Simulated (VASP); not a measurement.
Write the native input for VASP 6.6.1 that does the following.

```
Task                   : single point
Functional             : PBEsol
Potentials or basis    : VASP PAW PBE potentials, release 64 (Li_sv, Se)
Cutoff                 : 750 eV
k mesh                 : 5 × 5 × 5
Occupations            : gaussian, width 0.01 eV
Spin                   : no spin polarisation
Dipole correction      : no
Further INCAR settings : ALGO = Normal; EDIFF = 1e-06; NBANDS = 13
```

The structure of Li2Se lies in POSCAR:

```
Li2Se
1.0
    0.0000000000      3.0420111100      3.0420111100
    3.0420111100      0.0000000000      3.0420111100
    3.0420111100      3.0420111100      0.0000000000
Li Se
2 1
Direct
    0.2500000000      0.2500000000      0.2500000000
    0.7500000000      0.7500000000      0.7500000000
    0.0000000000      0.0000000000      0.0000000000
```

The input as run:

INCAR

```
SYSTEM = Li2Se
ALGO     = Normal         ! electronic algorithm
EDIFF    = 1E-6           ! SCF threshold, eV
ENCUT    = 750            ! plane-wave cutoff, eV
GGA      = PS             ! functional
GGA_COMPAT= .FALSE.      
ISIF     = 2              ! what is computed and relaxed
ISMEAR   = 0              ! smearing method
LASPH    = .TRUE.         ! aspherical terms in the spheres
LCHARG   = .FALSE.        ! write CHGCAR
LREAL    = .FALSE.        ! projectors in reciprocal space
LWAVE    = .FALSE.        ! write WAVECAR
NBANDS   = 13             ! bands
NELM     = 120            ! most SCF steps
PREC     = Accurate       ! precision mode
SIGMA    = 0.01           ! smearing width, eV
```

KPOINTS

```
k-points
0
G
  5 5 5
  0 0 0
```

Potentials or basis: VASP PAW PBE potentials, release 64 (Li_sv, Se).

Launch:

```sh
$ cat potpaw_PBE.64/Li_sv/POTCAR potpaw_PBE.64/Se/POTCAR > POTCAR
$ mpirun -np 1 vasp_std > vasp.out
```

Results of the run:

```yaml
Pressure: -2.1 GPa
Band_gap_on_the_k_mesh: 3.08 eV, direct
```

Caveat: the PAW data sets were made with another functional, which shifts forces and pressure a little.

Wall time 33 s on 1 thread of AMD EPYC 7R13 (shared host), peak memory 0.2 GiB.
